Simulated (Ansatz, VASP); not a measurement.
# Ni: VASP beside Ansatz

```
Ni
1.0
     0.00000    1.76795    1.78563
     1.76795    0.00000    1.78563
     1.76795    1.76795    0.00000
Ni
1
Direct
  0.00000 0.00000 0.00000
```

Change from the starting cell: zz strain of +1 %, PAW files.

Alike in both runs: task electric field gradients; functional LDA; k mesh 20 × 20 × 20; occupations fermi-dirac, width 0.05 eV; collinear spin.

|  | VASP | Ansatz |
| --- | --- | --- |
| version | VASP 6.6.1 | Ansatz 0.2.0 |
| potentials or method | VASP PAW LDA potentials, release 64 (Ni) | PAW with Ansatz's default frozen-core files, scalar-relativistic |
| plane-wave cutoff (eV) | 520 | 420 |
| valence electrons in the cell | 10 | 18 |

VASP gave:

```
pressure (GPa)                                                : -20.7
traceless stress, the component that is largest in VASP (GPa) : -0.71
net moment per atom (μB)                                      : 0.61
size of the moment on the site where the two differ most (μB) : 0.62
size of Vzz on the site where it differs most (V/Å²)          : 0.7
```

What did Ansatz give for the same quantities?

Pressure (GPa): -20.9; traceless stress, the component that is largest in VASP (GPa): -0.72; net moment per atom (μB): 0.63; size of the moment on the site where the two differ most (μB): 0.66; size of Vzz on the site where it differs most (V/Å²): 0.5.

LDA's correlation is that of Perdew and Zunger in VASP and of Perdew and Wang (1992) in Ansatz. Site moments also hang on the region over which each program counts them. VASP's potentials hold 10 valence electrons a cell and Ansatz's 18, so a difference there can come from the potentials and not from the codes.
